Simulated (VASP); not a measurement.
Wanted: the native input for a VASP 6.6.1 run.

```
Task                   : single point
Functional             : LDA
Potentials or basis    : VASP PAW LDA potentials, release 64 (Pt)
Cutoff                 : 500 eV
k mesh                 : 8 × 8 × 8
Occupations            : gaussian, width 0.1 eV
Spin                   : no spin polarisation
Dipole correction      : no
Further INCAR settings : ALGO = Normal; EDIFF = 1e-06; NBANDS = 11
```

The structure of Pt lies in POSCAR:

```
Pt
1.0
    0.0000000000      1.9600000000      1.9600000000
    1.9600000000      0.0000000000      1.9600000000
    1.9600000000      1.9600000000      0.0000000000
Pt
1
Direct
    0.0000000000      0.0000000000      0.0000000000
```

One way to write it, as run:

INCAR

```
SYSTEM = Pt
PREC     = Accurate       ! precision mode
ENCUT    = 500            ! plane-wave cutoff, eV
EDIFF    = 1E-6           ! SCF threshold, eV
ISMEAR   = 0              ! smearing method
SIGMA    = 0.1            ! smearing width, eV
LREAL    = .False.        ! projectors in reciprocal space
LASPH    = .True.         ! aspherical terms in the spheres
NELM     = 120            ! most SCF steps
ALGO     = Normal         ! electronic algorithm
ISIF     = 2              ! what is computed and relaxed
LWAVE    = .False.        ! write WAVECAR
LCHARG   = .False.        ! write CHGCAR
GGA      = CA             ! functional
NBANDS   = 11             ! bands
GGA_COMPAT= .False.
```

KPOINTS

```
Automatic mesh
0
Gamma
  8 8 8
  0 0 0
```

Potentials or basis: VASP PAW LDA potentials, release 64 (Pt).

Run with:

```sh
$ cat potpaw_LDA.64/Pt/POTCAR > POTCAR
$ mpirun -np 1 vasp_std > vasp.out
```

It gave:

* Pressure: -5.8 GPa
* Band gap on the k mesh: zero (band 5 reaches 11.62 eV, above the bottom of band 6 at 9.40 eV)

Caveat: spin-orbit coupling is left out, which moves the levels of the heavy elements.

Run time: 2.4 s on 1 thread of AMD EPYC 9R45 96-Core Processor (Zen 5), on a shared host, peak memory 0.09 GiB.
